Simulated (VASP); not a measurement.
Wanted: the native input for a VASP 6.6.1 run.

| Item | Value |
| --- | --- |
| Task | single point |
| Functional | PBE |
| Potentials or basis | VASP PAW PBE potentials, release 64 (Si) |
| Cutoff | 520 eV |
| k mesh | 17 × 17 × 17 |
| Occupations | fermi-dirac, width 0.05 eV |
| Spin | no spin polarisation |
| Dipole correction | no |
| k mesh for the DOS | 26 × 26 × 26 |
| Occupations for the DOS | tetrahedron |
| Further INCAR settings | ALGO = Normal; EDIFF = 1e-06; NBANDS = 8 |

Si:

```
CELL_PARAMETERS angstrom
-1.54118 1.54118 1.54118
1.54118 -1.54118 1.54118
1.54118 1.54118 -1.54118
ATOMIC_POSITIONS crystal
Si 0.00000 0.00000 0.00000
```

This isn't the form of Si at room conditions, which is diamond.

The input as run:

POSCAR

```
Si
1.0
   -1.5411780045      1.5411780045      1.5411780045
    1.5411780045     -1.5411780045      1.5411780045
    1.5411780045      1.5411780045     -1.5411780045
Si
1
Direct
    0.0000000000      0.0000000000      0.0000000000
```

INCAR.step1

```
SYSTEM = Si
PREC     = Accurate       ! precision mode
ENCUT    = 520            ! plane-wave cutoff, eV
EDIFF    = 1E-6           ! SCF threshold, eV
ISMEAR   = -1             ! smearing method
SIGMA    = 0.05           ! smearing width, eV
LREAL    = .False.        ! projectors in reciprocal space
LASPH    = .True.         ! aspherical terms in the spheres
NELM     = 100            ! most SCF steps
ALGO     = Normal         ! electronic algorithm
ISIF     = 2              ! what is computed and relaxed
LWAVE    = .False.        ! write WAVECAR
LCHARG   = .True.         ! write CHGCAR
GGA      = PE             ! functional
NBANDS   = 8              ! bands
```

KPOINTS.step1

```
Automatic mesh
0
Gamma
  17 17 17
  0 0 0
```

INCAR.step2

```
SYSTEM = Si
PREC     = Accurate       ! precision mode
ENCUT    = 520            ! plane-wave cutoff, eV
EDIFF    = 1E-6           ! SCF threshold, eV
ISMEAR   = -5             ! smearing method
SIGMA    = 0.05           ! smearing width, eV
LREAL    = .False.        ! projectors in reciprocal space
LASPH    = .True.         ! aspherical terms in the spheres
NELM     = 100            ! most SCF steps
ALGO     = Normal         ! electronic algorithm
ISIF     = 2              ! what is computed and relaxed
LWAVE    = .False.        ! write WAVECAR
LCHARG   = .False.        ! write CHGCAR
GGA      = PE             ! functional
LORBIT   = 11             ! projections on sites
NBANDS   = 8              ! bands
NEDOS    = 2001           ! points of the DOS
ICHARG   = 11             ! starting density
```

KPOINTS.step2

```
Automatic mesh
0
Gamma
  26 26 26
  0 0 0
```

Potentials or basis: VASP PAW PBE potentials, release 64 (Si).

Command:

```console
$ cat potpaw_PBE.64/Si/POTCAR > POTCAR
$ cp INCAR.step1 INCAR
$ cp KPOINTS.step1 KPOINTS
$ mpirun -np 1 vasp_std > vasp.out
$ cp INCAR.step2 INCAR
$ cp KPOINTS.step2 KPOINTS
$ mpirun -np 1 vasp_std > vasp.out
```

It gave:

```yaml
Valence_electrons_inside_the_program's_atomic_spheres: Si 1.55
```

Wall time 71 s on 1 thread of AMD EPYC 7R13, with other jobs on the host, peak memory 0.16 GiB.
